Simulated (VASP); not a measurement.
**C: relaxation of cell and atoms with PBE+D3(BJ)**

Crystal: C.

```xyz
2
Lattice="0.0000 1.7834 1.7834 1.7834 0.0000 1.7834 1.7834 1.7834 0.0000" Properties=species:S:1:pos:R:3 pbc="T T T"
C     1.7834    1.7834    1.7834
C     2.6751    2.6751    2.6751
```

```yaml
Program: VASP 6.6.1
Task: relaxation of cell and atoms
Functional: PBE
Dispersion: D3(BJ)
Potentials_or_basis: VASP PAW PBE potentials, release 64 (C)
Cutoff: 600 eV
k_mesh: 12 × 12 × 12
Occupations: gaussian, width 0.02 eV
Spin: no spin polarisation
Dipole_correction: no
Further_INCAR_settings: ALGO = Normal; EDIFF = 1e-07; IBRION = 2; EDIFFG = -0.002; NSW = 100; ISIF = 3
```

The relaxed volume is 5.62 Å³/atom. The relaxed cell is a = 2.515 Å, b = 2.515 Å, c = 2.515 Å, α = 60.00°, β = 60.00°, γ = 60.00°, the space group after relaxing (to 0.05 Å) is Fd-3m (No. 227) and the energy gained by relaxing is 0.5 meV/atom. The ionic steps are 3, the pressure after relaxing is 0.0 GPa and the band gap on the k mesh is 4.17 eV, indirect (least direct gap 5.61 eV). The dispersion energy per atom is -0.193 eV.

Step by step:
| step | energy change (eV) | largest force (eV/Å) | pressure (GPa) | volume (Å³) |
| --- | --- | --- | --- | --- |
| 1 | 0.0000 | 0.0000 | -3.62 | 11.34 |
| 2 | 0.0006 | 0.0000 | 4.63 | 11.13 |
| 3 | -0.0011 | 0.0000 | 0.00 | 11.25 |

Final structure:
```xyz
2
Lattice="0.0000 1.7784 1.7784 1.7784 0.0000 1.7784 1.7784 1.7784 0.0000" Properties=species:S:1:pos:R:3 pbc="T T T"
C     1.7784    1.7784    1.7784
C     2.6677    2.6677    2.6677
```

Levels at points of the mesh, in eV from the valence-band top:
| k point | band 1 | band 2 | band 3 | band 4 | band 5 | band 6 | band 7 | band 8 |
| --- | --- | --- | --- | --- | --- | --- | --- | --- |
| (0.00, 0.00, 0.00) | -21.59 | 0.00 | 0.00 | 0.00 | 5.61 | 5.61 | 5.61 | 13.52 |
| (0.50, 0.00, 0.00) | -15.77 | -13.47 | -2.82 | -2.82 | 8.49 | 8.49 | 8.96 | 15.77 |
| (0.50, 0.50, 0.00) | -12.82 | -12.82 | -6.35 | -6.35 | 4.78 | 4.78 | 16.93 | 16.93 |

It took 9.8 s on 1 thread of AMD EPYC 7R13 Processor (Zen 3) (shared host), peak memory 0.1 GiB.

A k mesh can miss the band edges. As with any semilocal functional, this PBE gap is likely too small.
